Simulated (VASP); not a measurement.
# Pd (Fm-3m) in VASP: notebook

Runs on Pd. Level: PBEsol. Tasks: single point.

Everything below comes from runs of VASP 6.6.1. Logs are shortened: lines on timing, memory, paths and dates and some standing lists are left out, and cuts for length are marked.

## (1) The cell of the first run

Symmetry: Fm-3m, No. 225, cubic system. The conventional cell has a = 3.814 Å, b = 3.814 Å, c = 3.814 Å, α = 90.00°, β = 90.00°, γ = 90.00°. Within 3.6 Å of Pd (site symmetry m-3m) lie 12 Pd at 2.70 Å.

## (2) Single point, PBEsol

The input, INCAR:

```
SYSTEM = Pd
PREC     = Accurate       ! precision mode
ENCUT    = 520            ! plane-wave cutoff, eV
EDIFF    = 1E-6           ! SCF threshold, eV
ISMEAR   = -1             ! smearing method
SIGMA    = 0.1            ! smearing width, eV
LREAL    = .FALSE.        ! projectors in reciprocal space
LASPH    = .TRUE.         ! aspherical terms in the spheres
NELM     = 100            ! most SCF steps
ALGO     = Normal         ! electronic algorithm
ISIF     = 2              ! what is computed and relaxed
LWAVE    = .FALSE.        ! write WAVECAR
LCHARG   = .FALSE.        ! write CHGCAR
GGA      = PS             ! functional
NBANDS   = 11             ! bands
```

The input, KPOINTS:

```
Automatic mesh
0
G
  12 12 12
  0 0 0
```

The input, POSCAR:

```
Pd
1.0
    0.0000000000      1.9067643606      1.9067643606
    1.9067643606      0.0000000000      1.9067643606
    1.9067643606      1.9067643606      0.0000000000
Pd
1
Direct
    0.0000000000      0.0000000000      0.0000000000
```

Potentials or basis: VASP PAW PBE potentials, release 64 (Pd).

Launch:

```
$ cat potpaw_PBE.64/Pd/POTCAR > POTCAR
$ mpirun -np 1 vasp_std > vasp.out
```

OUTCAR:

```text
SYSTEM = Pd
   PREC = Accurate
   ENCUT = 520
   EDIFF = 1E-6
   ISMEAR = -1
   LREAL = .FALSE.
   LASPH = .TRUE.
   NELM = 100
   ISIF = 2
   GGA = PS

 ion  position               nearest neighbor table
   1  0.000  0.000  0.000-

  LATTYP: Found a face centered cubic cell.
 ALAT       =     3.8135287212

  Lattice vectors:

 A1 = (   0.0000000000,   1.9067643606,   1.9067643606)
 A2 = (   1.9067643606,   0.0000000000,   1.9067643606)
 A3 = (   1.9067643606,   1.9067643606,   0.0000000000)

Analysis of symmetry for initial positions (statically):
=====================================================================
 Subroutine PRICEL returns:
 Original cell was already a primitive cell.

 Routine SETGRP: Setting up the symmetry group for a
 face centered cubic supercell.

 Subroutine GETGRP returns: Found 48 space group operations
 (whereof 48 operations were pure point group operations)
 out of a pool of 48 trial point group operations.

The static configuration has the point symmetry O_h .

Analysis of symmetry for dynamics (positions and initial velocities):
=====================================================================
 Subroutine PRICEL returns:
 Original cell was already a primitive cell.

 Routine SETGRP: Setting up the symmetry group for a
 face centered cubic supercell.

 Subroutine GETGRP returns: Found 48 space group operations
 (whereof 48 operations were pure point group operations)
 out of a pool of 48 trial point group operations.

The dynamic configuration has the point symmetry O_h .

 Subroutine INISYM returns: Found 48 space group operations
 (whereof 48 operations are pure point group operations),
 and found     1 'primitive' translations

----------------------------------------------------------------------------------------

                                     Primitive cell

  volume of cell :      13.8650

  direct lattice vectors                    reciprocal lattice vectors
     0.000000000  1.906764361  1.906764361    -0.262224326  0.262224326  0.262224326
     1.906764361  0.000000000  1.906764361     0.262224326 -0.262224326  0.262224326
     1.906764361  1.906764361  0.000000000     0.262224326  0.262224326 -0.262224326

  length of vectors
     2.696572019  2.696572019  2.696572019     0.454185856  0.454185856  0.454185856

  position of ions in fractional coordinates (direct lattice)
     0.000000000  0.000000000  0.000000000

  ion indices of the primitive-cell ions
   primitive index   ion index
                 1           1

----------------------------------------------------------------------------------------

 KPOINTS: Automatic mesh

Automatic generation of k-mesh.
 Grid dimensions read from file:
 generate k-points for:   12   12   12

 Generating k-lattice:

  Cartesian coordinates                     Fractional coordinates (reciprocal lattice)
    -0.021852027  0.021852027  0.021852027     0.083333333  0.000000000  0.000000000
     0.021852027 -0.021852027  0.021852027     0.000000000  0.083333333  0.000000000
     0.021852027  0.021852027 -0.021852027     0.000000000  0.000000000  0.083333333

  Length of vectors
     0.037848821  0.037848821  0.037848821

  Shift w.r.t. Gamma in fractional coordinates (k-lattice)
     0.000000000  0.000000000  0.000000000

 Subroutine IBZKPT returns following result:
 ===========================================

 Found     72 irreducible k-points:

 Following reciprocal coordinates:
            Coordinates               Weight
  0.000000  0.000000  0.000000      1.000000
  0.083333  0.000000  0.000000      8.000000
  0.166667  0.000000  0.000000      8.000000
  0.250000  0.000000  0.000000      8.000000
  0.333333  0.000000  0.000000      8.000000
  0.416667  0.000000  0.000000      8.000000
[... 16 lines left out ...]
  0.500000  0.166667  0.000000     24.000000
 -0.416667  0.166667  0.000000     24.000000
 [... further k-points ...]
   k-points           NKPTS =     72   k-points in BZ     NKDIM =     72   number of bands    NBANDS=     11
   number of dos      NEDOS =    301   number of ions     NIONS =      1
   total plane-waves  NPLWV =   8000
   dimension x,y,z NGX =    20 NGY =   20 NGZ =   20
   dimension x,y,z NGXF=    40 NGYF=   40 NGZF=   40
   ions per type =               1
   NGX,Y,Z   is equivalent  to a cutoff of  12.33, 12.33, 12.33 a.u.
   NGXF,Y,Z  is equivalent  to a cutoff of  24.66, 24.66, 24.66 a.u.
 SYSTEM =  Pd
   PREC   = accura    normal or accurate (medium, high low for compatibility)
   ISTART =      0    job   : 0-new  1-cont  2-samecut
   ICHARG =      2    charge: 1-file 2-atom 10-const
   ISPIN  =      1    spin polarized calculation?
   LNONCOLLINEAR =      F non collinear calculations
   LSORBIT =      F    spin-orbit coupling
   LASPH  =      T    aspherical Exc in radial PAW
   ENCUT  =  520.0 eV  38.22 Ry    6.18 a.u.   5.01  5.01  5.01*2*pi/ulx,y,z
   NELM   =    100;   NELMIN=  2; NELMDL= -5     # of ELM steps
   EDIFF  = 0.1E-05   stopping-criterion for ELM
   LREAL  =      F    real-space projection
   EDIFFG = 0.1E-04   stopping-criterion for IOM
   NSW    =      0    number of steps for IOM
   IBRION =     -1    ionic relax: 0-MD 1-quasi-New 2-CG
   NFREE  =      0    steps in history (QN), initial steepest desc. (CG)
   ISIF   =      2    stress and relaxation
   ISYM   =      2    0-nonsym 1-usesym 2-fastsym
   POTIM  = 0.5000    time-step for ionic-motion
   TEBEG  =    0.0;   TEEND  =   0.0 temperature during run
   PSTRESS=    0.0 pullay stress
   NELECT =      10.0000    total number of electrons
   NUPDOWN=      -1.0000    fix difference up-down
   EMIN   =  10.00;   EMAX   =-10.00  energy-range for DOS
   EFERMI =   0.00;   METHOD = LEGACY
   ISMEAR =    -1;   SIGMA  =   0.10  broadening in eV -4-tet -1-fermi 0-gaus
   EFERMI_NEDOS =   21; number of points for ismear=-14 and -15
   IALGO  =     38    algorithm
   IMIX   =      4    mixing-type and parameters
     AMIX     =   0.40;   BMIX     =  1.00
     AMIX_MAG =   1.60;   BMIX_MAG =  1.00
  volume/ion in A,a.u.               =      13.87        93.57
  Fermi-wavevector in a.u.,A,eV,Ry     =   1.468141  2.774384 29.326520  2.155438
  Thomas-Fermi vector in A             =   2.583674
   LORBIT       =      0    0 simple, 1 ext, 2 COOP (PROOUT), +10 PAW based schemes
   GGA     = PS    functional components
   LHFCALC =     F    Hartree Fock is set to
   AEXX    =    0.0000 exact exchange contribution
   IVDW    =     0    specifies the selected vdW correction
   LEPSILON=     F    determine dielectric tensor
   LRPA    =     F    only Hartree local field effects (RPA)
 non-spin polarized calculation
  energy-cutoff  :      520.00
  volume of cell :       13.87
 maximum number of plane-waves:       388
   NGX =  9   NGY =  9   NGZ =  9

 number of electron      10.0000004 magnetization

 Free energy of the ion-electron system (eV)
  ---------------------------------------------------
  ext. energy  EPLUGINS =         0.00000000
  ---------------------------------------------------
  free energy    TOTEN  =        -5.97856536 eV

  energy without entropy =       -5.92035800  energy(sigma->0) =       -5.94946168

 E-fermi :  10.7071     XC(G=0): -13.7704

 val. band max:       10.6959466764   @ k =   0.5000   0.0833   0.0000
 cond. band min:      10.7314448019   @ k =   0.5000   0.1667   0.0000
 fundamental gap:      0.0354981255
 Fermi energy:        10.7071206068

 k-point     1 :       0.0000    0.0000    0.0000
  band No.  band energies     occupation
      1       2.9711      2.00000
      2       7.5457      2.00000
      3       7.5457      2.00000
      4       7.5457      2.00000
      5       9.3490      2.00000
      6       9.3490      2.00000
      7      27.8420      0.00000
      8      32.9690      0.00000
      9      32.9690      0.00000
     10      32.9690      0.00000
     11      36.5398      0.00000

 k-point     2 :       0.0833    0.0000    0.0000
  band No.  band energies     occupation
      1       3.2355      2.00000
      2       7.4482      2.00000
      3       7.6392      2.00000
      4       7.6392      2.00000
      5       9.3039      2.00000
      6       9.3039      2.00000
      7      28.1467      0.00000
      8      31.4661      0.00000
      9      33.3016      0.00000
     10      33.3016      0.00000
     11      36.5783      0.00000

 k-point     3 :       0.1667    0.0000    0.0000
  band No.  band energies     occupation
      1       3.9475      2.00000
      2       7.2784      2.00000
      3       7.8288      2.00000
      4       7.8288      2.00000
      5       9.2709      2.00000
      6       9.2709      2.00000
      7      28.3048      0.00000
      8      29.2871      0.00000
      9      34.1899      0.00000
     10      34.1899      0.00000
     11      36.6151      0.00000

 k-point     4 :       0.2500    0.0000    0.0000
  band No.  band energies     occupation
      1       4.7272      2.00000
      2       7.4917      2.00000
      3       7.8690      2.00000
      4       7.8690      2.00000
      5       9.5054      1.99999
      6       9.5054      1.99999
      7      25.6811      0.00000
      8      29.0441      0.00000
      9      35.0907      0.00000
     10      35.0907      0.00000
     11      36.5315      0.00000

 k-point     5 :       0.3333    0.0000    0.0000
  band No.  band energies     occupation
      1       4.9795      2.00000
      2       7.7179      2.00000
      3       7.7179      2.00000
      4       8.6943      2.00000
      5      10.0102      1.99812
      6      10.0102      1.99812
      7      22.6299      0.00000
      8      28.2462      0.00000
      9      34.2229      0.00000
     10      34.2229      0.00000
     11      37.7224      0.00000
[... 211 lines left out ...]
 k-point    21 :       0.3333    0.1667    0.0000
  band No.  band energies     occupation
      1       5.4766      2.00000
      2       6.6474      2.00000
      3       7.7384      2.00000
      4       8.4792      2.00000
      5      10.2102      1.98620
      6      10.2483      1.97985
      7      25.1578      0.00000
      8      29.2475      0.00000
      9      30.2283      0.00000
     10      32.3861      0.00000
     11      36.4930      0.00000

 k-point    22 :       0.4167    0.1667    0.0000
  band No.  band energies     occupation
      1       5.4986      2.00000
      2       7.0587      2.00000
      3       7.7242      2.00000
      4       8.3250      2.00000
      5      10.6347      1.34724
      6      11.8984      0.00001
      7      21.9429      0.00000
      8      28.2290      0.00000
      9      29.8488      0.00000
     10      31.6549      0.00000
     11      36.6003      0.00000

 k-point    23 :       0.5000    0.1667    0.0000
  band No.  band energies     occupation
      1       5.4567      2.00000
      2       6.9976      2.00000
      3       8.1627      2.00000
      4       8.2967      2.00000
      5      10.7314      0.87898
      6      13.8300      0.00000
      7      19.1973      0.00000
      8      27.4086      0.00000
      9      30.0994      0.00000
     10      30.5606      0.00000
     11      36.6039      0.00000

 k-point    24 :      -0.4167    0.1667    0.0000
  band No.  band energies     occupation
      1       5.5147      2.00000
      2       7.0069      2.00000
      3       8.0857      2.00000
      4       8.5170      2.00000
      5      10.4266      1.88595
      6      14.3975      0.00000
      7      18.7068      0.00000
      8      26.8997      0.00000
      9      29.9274      0.00000
     10      31.2038      0.00000
     11      36.6001      0.00000

 [... further k-points ...]
[... 5 lines left out ...]
  --------------------------------------------------------------------------------------
  -------------------------------------------------------------------------------------
  Total        0.9467183      0.9467183      0.9467183     -0.0000000     -0.0000000      0.0000000
  in kB      109.3982257    109.3982257    109.3982257     -0.0000000     -0.0000000      0.0000000
  external PRESSURE =     109.3982257 kB  Pullay stress =       0.0000000 kB

 VOLUME and BASIS-vectors are now :
 -----------------------------------------------------------------------------
  energy-cutoff  :      520.00
  volume of cell :       13.87
      direct lattice vectors                 reciprocal lattice vectors
     0.000000000  1.906764361  1.906764361    -0.262224326  0.262224326  0.262224326
     1.906764361  0.000000000  1.906764361     0.262224326 -0.262224326  0.262224326
     1.906764361  1.906764361  0.000000000     0.262224326  0.262224326 -0.262224326

 POSITION                                       TOTAL-FORCE (eV/Angst)
 -----------------------------------------------------------------------------------
      0.00000      0.00000      0.00000        -0.000000     -0.000000      0.000000
 -----------------------------------------------------------------------------------
    total drift:                                0.000000      0.000000      0.000000

  FREE ENERGIE OF THE ION-ELECTRON SYSTEM (eV)
  ---------------------------------------------------
  free  energy   TOTEN  =        -5.9785653615 eV

  energy  without entropy=       -5.9203580014  energy(sigma->0) =       -5.94946168
```

It took 7.3 s on 1 thread of Intel Xeon Platinum 8259CL at 2.50GHz (Skylake/Cascade Lake), shared host; peak memory 0.13 GiB.

Results:

| Item | Value |
| --- | --- |
| Free energy | -5.9786 eV |
| Pressure | 10.9 GPa |
| Band gap on the k mesh | zero (band 5 reaches 11.04 eV, above the bottom of band 6 at 9.27 eV) |

Levels at points of the mesh, in eV from the Fermi level:
| k point | band 3 | band 4 | band 5 | band 6 | band 7 | band 8 |
| --- | --- | --- | --- | --- | --- | --- |
| (0.00, 0.00, 0.00) | -3.16 | -3.16 | -1.36 | -1.36 | 17.13 | 22.26 |
| (0.50, 0.00, 0.00) | -3.21 | -0.02 | -0.02 | 0.78 | 7.77 | 16.51 |
| (0.50, 0.50, 0.00) | -0.05 | 0.33 | 0.33 | 3.25 | 11.37 | 13.45 |

Caveat: the PAW data sets were made with another functional, which shifts forces and pressure a little.

(Continued in part 2 of 2.)
